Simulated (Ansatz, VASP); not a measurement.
**HgGe3: VASP beside Ansatz**

```xyz
4
Lattice="4.3805 0.0000 0.0000 0.0000 4.3805 0.0000 0.0000 0.0000 4.3805" Properties=species:S:1:pos:R:3 pbc="T T T"
Ge    0.0000    2.1902    2.1902
Ge    2.1902    0.0000    2.1902
Ge    2.1902    2.1902    0.0000
Hg    0.0000    0.0000    0.0000
```

Alike in both runs: functional PBE; k mesh 10 × 10 × 10; occupations gaussian, width 0.1 eV; no spin polarisation.

Ansatz relaxed the structure, and its values are those at the end. VASP's run is a single point on that final structure, the one shown.

|  | VASP | Ansatz |
| --- | --- | --- |
| version | VASP 6.6.1 | Ansatz 0.2.0 |
| potentials or method | VASP PAW PBE potentials, release 64 (Ge_d, Hg), cutoff 520 eV | scalar-relativistic, plane waves, PAW |
| valence electrons in the cell | 54 | 62 |

```tsv
	VASP	Ansatz	Ansatz less VASP
gap on the k mesh at the Fermi level (eV)	none	none	-
pressure (GPa)	0.2	0.0	-0.25
```

A gap of «none» marks a metal or a gap that the smearing closes. VASP's potentials hold 54 valence electrons a cell and Ansatz's 62, so a difference there can come from the potentials and not from the codes.

Spin-orbit coupling is off throughout.
